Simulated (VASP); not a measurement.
Input of a VASP 6.6.1 run:

INCAR

```
SYSTEM = BPtF6
  PREC = Accurate
  ENCUT = 600
  EDIFF = 1E-7
  ISMEAR = -5
  SIGMA = 0.1
  LREAL = .False.
  LASPH = .True.
  NELM = 100
  ALGO = Normal
  ISIF = 3
  LWAVE = .False.
  LCHARG = .False.
  GGA = PE
  IBRION = 2
  NSW = 60
  EDIFFG = -0.01
```

KPOINTS

```
Automatic mesh
0
Gamma
  5 5 5
  0 0 0
```

File POSCAR:

```
BPtF6
1.0
    4.9025950000      0.0000000000      0.0000000000
   -2.4512970000      4.2457760000      0.0000000000
   -2.4512970000      1.4152590000      4.5346510000
B F Pt
1 6 1
Direct
    0.5000000000      0.5000000000      0.5000000000
    0.2420000000      0.1180000000      0.7510000000
    0.8820000000      0.3730000000      0.7510000000
    0.6270000000      0.7580000000      0.7510000000
    0.7580000000      0.8820000000      0.2490000000
    0.1180000000      0.6270000000      0.2490000000
    0.3730000000      0.2420000000      0.2490000000
    0.0000000000      0.0000000000      0.0000000000
```

Potentials or basis: VASP PAW PBE potentials, release 64 (B, F, Pt).

Run with:

```console
$ cat potpaw_PBE.64/B/POTCAR potpaw_PBE.64/F/POTCAR potpaw_PBE.64/Pt/POTCAR > POTCAR
$ mpirun -np 1 vasp_std > vasp.out
```

(1) Predict the band gap on the k mesh.

(2) Predict the space group after relaxing (to 0.1 Å).

(3) What does it give for the relaxed cell?

(4) What does it give for the relaxed volume?

Answers

(1) zero (an odd number of electrons rules out a gap without spin polarisation).

(2) R-3 (No. 148).

(3) a = 4.772 Å, b = 4.772 Å, c = 5.076 Å, α = 61.97°, β = 118.03°, γ = 120.00°.

(4) 10.51 Å³/atom.

Caveat: spin-orbit coupling is left out, which moves the levels of the heavy elements; an odd number of electrons without spin polarisation forces a metal; a magnetic or distorted state may lie lower; tetrahedron occupations give inexact forces and stress in metals.
